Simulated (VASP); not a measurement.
CdI2:

```xyz
3
Lattice="4.2470 0.0000 0.0000 -2.1235 3.6780 0.0000 0.0000 0.0000 6.8950" Properties=species:S:1:pos:R:3 pbc="T T T"
Cd    0.0000    0.0000    0.0000
I     0.0000    2.4520    1.7196
I     2.1235    1.2260    5.1755
```

Base run:

* Program: VASP 6.6.1
* Functional: PBEsol
* Potentials or basis: VASP PAW PBE potentials, release 64 (Cd, I)
* Cutoff: 500 eV
* k mesh: 6 × 6 × 4
* Occupations: gaussian, width 0.01 eV
* Spin: no spin polarisation

Its results: band gap on the k mesh 2.29 eV, indirect (least direct gap 2.49 eV); pressure -0.5 GPa; largest force 0.123 eV/Å.

Problem. After a change of settings the same cell gave: band gap on the k mesh 2.81 eV, indirect (least direct gap 3.14 eV); pressure 1.0 GPa; largest force 0.019 eV/Å. Which change was it?
A. occupations from gaussian, width 0.01 eV to fermi-dirac, width 0.5 eV
B. k mesh from 6 × 6 × 4 to 8 × 8 × 1
C. functional from PBEsol to LDA; potentials or basis from VASP PAW PBE potentials, release 64 (Cd, I) to VASP PAW LDA potentials, release 64 (Cd, I)
D. functional from PBEsol to r2SCAN; cutoff from 500 eV to 550 eV

Solution. D.

r2SCAN gives the wider gap, since meta-GGAs in the generalised Kohn-Sham scheme recover part of the derivative discontinuity.

Caveats: the PAW data sets were made with another functional, which shifts forces and pressure a little; spin-orbit coupling is left out, which moves the levels of the heavy elements; this functional lacks dispersion, which binds the layers, so the pressure and a relaxed spacing across them are unreliable (some runs).
